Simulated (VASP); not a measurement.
# TePb (P6_3/mmc) in VASP: notebook

The runs below take TePb through single point, with PBE.

All numbers are computed with VASP 6.6.1; they aren't measurements. Logs are shortened: lines on timing, memory, paths and dates and some standing lists are left out, and cuts for length are marked.

### Step 1. The cell of the first run

It takes space group P6_3/mmc (No. 194, hexagonal). Conventional cell: a = 5.498 Å, b = 5.498 Å, c = 6.575 Å, α = 90.00°, β = 90.00°, γ = 120.00°. Pb (site symmetry -6m2) has 5 Te at 3.17 to 3.29 Å within 4.2 Å. Te (site symmetry -6m2) has 5 Pb at 3.17 to 3.29 Å within 4.2 Å.

### Step 2. Single point, PBE

INCAR

```
ALGO = Normal
EDIFF = 1E-6
ENCUT = 520
GGA = PE
ISIF = 2
ISMEAR = 0
LASPH = T
LCHARG = F
LREAL = F
LWAVE = F
NBANDS = 28
NELM = 60
PREC = Accurate
SIGMA = 0.01
```

KPOINTS

```
k-points
0
Gamma
  6 6 2
```

POSCAR

```
TePb
1.0
    5.4983762625      0.0000000000      0.0000000000
   -2.7491881313      4.7617335229      0.0000000000
    0.0000000000      0.0000000000      6.5752494756
Pb Te
2 2
Direct
    0.3333333333      0.6666666667      0.2500000000
    0.6666666667      0.3333333333      0.7500000000
    0.6666666667      0.3333333333      0.2500000000
    0.3333333333      0.6666666667      0.7500000000
```

Potentials or basis: VASP PAW PBE potentials, release 64 (Pb_d, Te).

The run is started by

```
$ cat potpaw_PBE.64/Pb_d/POTCAR potpaw_PBE.64/Te/POTCAR > POTCAR
$ mpirun -np 1 vasp_std > vasp.out
```

OUTCAR:

```text
EDIFF = 1E-6
   ENCUT = 520
   GGA = PE
   ISIF = 2
   ISMEAR = 0
   LASPH = T
   LREAL = F
   NELM = 60
   PREC = Accurate

 ion  position               nearest neighbor table
   1  0.333  0.667  0.250-   3 3.17   3 3.17   3 3.17   4 3.29   4 3.29
   2  0.667  0.333  0.750-   4 3.17   4 3.17   4 3.17   3 3.29   3 3.29
   3  0.667  0.333  0.250-   1 3.17   1 3.17   1 3.17   2 3.29   2 3.29
   4  0.333  0.667  0.750-   2 3.17   2 3.17   2 3.17   1 3.29   1 3.29

  LATTYP: Found a hexagonal cell.
 ALAT       =     5.4983762625
 C/A-ratio  =     1.1958529503

  Lattice vectors:

 A1 = (   5.4983762625,   0.0000000000,   0.0000000000)
 A2 = (  -2.7491881313,   4.7617335229,   0.0000000000)
 A3 = (   0.0000000000,   0.0000000000,   6.5752494756)

Analysis of symmetry for initial positions (statically):
=====================================================================
 Subroutine PRICEL returns:
 Original cell was already a primitive cell.

 Routine SETGRP: Setting up the symmetry group for a
 hexagonal supercell.

 Subroutine GETGRP returns: Found 24 space group operations
 (whereof 12 operations were pure point group operations)
 out of a pool of 24 trial point group operations.

The static configuration has the point symmetry D_3d.
 The point group associated with its full space group is D_6h.

Analysis of symmetry for dynamics (positions and initial velocities):
=====================================================================
 Subroutine PRICEL returns:
 Original cell was already a primitive cell.

 Routine SETGRP: Setting up the symmetry group for a
 hexagonal supercell.

 Subroutine GETGRP returns: Found 24 space group operations
 (whereof 12 operations were pure point group operations)
 out of a pool of 24 trial point group operations.

The dynamic configuration has the point symmetry D_3d.
 The point group associated with its full space group is D_6h.

 Subroutine INISYM returns: Found 24 space group operations
 (whereof 12 operations are pure point group operations),
 and found     1 'primitive' translations

----------------------------------------------------------------------------------------
[... 80 lines left out ...]
   ISPIN  =      1    spin polarized calculation?
   LNONCOLLINEAR =      F non collinear calculations
   LSORBIT =      F    spin-orbit coupling
   LASPH  =      T    aspherical Exc in radial PAW
   ENCUT  =  520.0 eV  38.22 Ry    6.18 a.u.  10.22 10.22 12.23*2*pi/ulx,y,z
   NELM   =     60;   NELMIN=  2; NELMDL= -5     # of ELM steps
   EDIFF  = 0.1E-05   stopping-criterion for ELM
   LREAL  =      F    real-space projection
   EDIFFG = 0.1E-04   stopping-criterion for IOM
   NSW    =      0    number of steps for IOM
   IBRION =     -1    ionic relax: 0-MD 1-quasi-New 2-CG
   NFREE  =      0    steps in history (QN), initial steepest desc. (CG)
   ISIF   =      2    stress and relaxation
   ISYM   =      2    0-nonsym 1-usesym 2-fastsym
   POTIM  = 0.5000    time-step for ionic-motion
   TEBEG  =    0.0;   TEEND  =   0.0 temperature during run
   PSTRESS=    0.0 pullay stress
   NELECT =      40.0000    total number of electrons
   NUPDOWN=      -1.0000    fix difference up-down
   EMIN   =  10.00;   EMAX   =-10.00  energy-range for DOS
   EFERMI =   0.00;   METHOD = LEGACY
   ISMEAR =     0;   SIGMA  =   0.01  broadening in eV -4-tet -1-fermi 0-gaus
   EFERMI_NEDOS =   21; number of points for ismear=-14 and -15
   IALGO  =     38    algorithm
   IMIX   =      4    mixing-type and parameters
     AMIX     =   0.40;   BMIX     =  1.00
     AMIX_MAG =   1.60;   BMIX_MAG =  1.00
  volume/ion in A,a.u.               =      43.04       290.43
  Fermi-wavevector in a.u.,A,eV,Ry     =   1.006447  1.901909 13.781825  1.012936
  Thomas-Fermi vector in A             =   2.139190
   LORBIT       =      0    0 simple, 1 ext, 2 COOP (PROOUT), +10 PAW based schemes
   GGA     = PE    functional components
   LHFCALC =     F    Hartree Fock is set to
   AEXX    =    0.0000 exact exchange contribution
   IVDW    =     0    specifies the selected vdW correction
   LEPSILON=     F    determine dielectric tensor
   LRPA    =     F    only Hartree local field effects (RPA)
 non-spin polarized calculation
 Gauss-broadening in eV      SIGMA  =   0.01
  energy-cutoff  :      520.00
  volume of cell :      172.15
 maximum number of plane-waves:      4656
 NGX is ok and might be reduce to    42
   NGX = 21   NGY = 21   NGZ = 25

 number of electron      40.0000003 magnetization

 Free energy of the ion-electron system (eV)
  ---------------------------------------------------
  ext. energy  EPLUGINS =         0.00000000
  ---------------------------------------------------
  free energy    TOTEN  =       -14.34602995 eV

  energy without entropy =      -14.34602995  energy(sigma->0) =      -14.34602995

 E-fermi :   3.5796     XC(G=0):  -7.9440

 val. band max:        3.5330005498   @ k =   0.3333   0.3333   0.5000
 cond. band min:       4.6293144278   @ k =   0.3333   0.3333   0.5000
 fundamental gap:      1.0963138780
 Fermi energy:         3.5796412641

 k-point     1 :       0.0000    0.0000    0.0000
  band No.  band energies     occupation
      1     -13.3698      2.00000
      2     -13.3271      2.00000
      3     -13.3183      2.00000
      4     -13.3183      2.00000
      5     -13.3062      2.00000
      6     -13.3062      2.00000
[... 423 lines left out ...]
     27       9.0125      0.00000
     28       9.0125      0.00000

------------------------ aborting loop because EDIFF is reached ----------------------------------------

  FORCE on cell =-STRESS in cart. coord.  units (eV):
  Direction    XX          YY          ZZ          XY          YZ          ZX
  --------------------------------------------------------------------------------------
  -------------------------------------------------------------------------------------
  Total       -0.3876346     -0.3876346      3.8256540      0.0000000     -0.0000000      0.0000000
  in kB       -3.6076246     -3.6076246     35.6044669      0.0000000     -0.0000000      0.0000000
  external PRESSURE =       9.4630725 kB  Pullay stress =       0.0000000 kB

 VOLUME and BASIS-vectors are now :
 -----------------------------------------------------------------------------
  energy-cutoff  :      520.00
  volume of cell :      172.15
      direct lattice vectors                 reciprocal lattice vectors
     5.498376262  0.000000000  0.000000000     0.181871875  0.105003776  0.000000000
    -2.749188131  4.761733523  0.000000000     0.000000000  0.210007552  0.000000000
     0.000000000  0.000000000  6.575249476     0.000000000  0.000000000  0.152085484

 POSITION                                       TOTAL-FORCE (eV/Angst)
 -----------------------------------------------------------------------------------
     -0.00000      3.17449      1.64381         0.000000     -0.000000      0.000000
      2.74919      1.58724      4.93144        -0.000000      0.000000      0.000000
      2.74919      1.58724      1.64381        -0.000000      0.000000      0.000000
     -0.00000      3.17449      4.93144         0.000000     -0.000000      0.000000
 -----------------------------------------------------------------------------------
    total drift:                               -0.000000      0.000000     -0.000000

  FREE ENERGIE OF THE ION-ELECTRON SYSTEM (eV)
  ---------------------------------------------------
  free  energy   TOTEN  =       -14.3460299461 eV

  energy  without entropy=      -14.3460299461  energy(sigma->0) =      -14.34602995
```

Wall time 31 s (1 thread of Intel Xeon 6975P-C (Granite Rapids), shared host); peak memory 0.3 GiB.

What came out:

* Free energy: -14.3460 eV
* Pressure: 0.9 GPa
* Band gap on the k mesh: 1.10 eV, direct

Caveat: the k points lie up to 0.48 Å⁻¹ apart; spin-orbit coupling is left out, which moves the levels of the heavy elements.

### Step 3. Single point, PBE

INCAR

```
SYSTEM = TePb
PREC = Accurate ; ENCUT = 500
EDIFF = 1E-6 ; ISMEAR = 0
SIGMA = 0.01 ; LREAL = .False.
LASPH = .True. ; NELM = 120
ALGO = Normal ; ISIF = 2
LWAVE = .False. ; LCHARG = .False.
GGA = PE ; NBANDS = 28
GGA_COMPAT = .False.
```

KPOINTS

```
regular mesh
0
Gamma
  6 6 2
  0 0 0
```

POSCAR is that of step 2.

Potentials or basis: VASP PAW PBE potentials, release 64 (Pb_d, Te).

The run is started by

```
$ cat potpaw_PBE.64/Pb_d/POTCAR potpaw_PBE.64/Te/POTCAR > POTCAR
$ mpirun -np 1 vasp_std > vasp.out
```

Wall time 43 s (1 thread of Intel Xeon Platinum 8375C at 2.90GHz (Ice Lake), shared host); peak memory 0.28 GiB.

It converged, with:

- Free energy: -14.3461 eV
- Pressure: 1.0 GPa
- Band gap on the k mesh: 1.10 eV, direct

Stress tensor (GPa, compression positive):
```
-0.36  0.00  0.00
 0.00 -0.36  0.00
 0.00  0.00  3.56
```

Levels at points of the mesh, in eV from the valence-band top:
| k point | band 17 | band 18 | band 19 | band 20 | band 21 | band 22 | band 23 | band 24 |
| --- | --- | --- | --- | --- | --- | --- | --- | --- |
| (0.00, 0.00, 0.00) | -2.65 | -1.38 | -1.35 | -1.35 | 1.31 | 1.31 | 2.87 | 2.87 |
| (0.50, 0.00, 0.00) | -2.46 | -1.94 | -1.77 | -0.40 | 2.33 | 3.43 | 3.46 | 4.04 |
| (0.00, 0.00, 0.50) | -2.05 | -2.05 | -1.18 | -1.18 | 1.80 | 1.80 | 1.80 | 1.80 |
| (0.50, 0.00, 0.50) | -1.38 | -1.38 | -0.60 | -0.60 | 1.24 | 1.24 | 2.71 | 2.71 |

Caveat: the k points lie up to 0.48 Å⁻¹ apart; spin-orbit coupling is left out, which moves the levels of the heavy elements. A k mesh can miss the band edges.
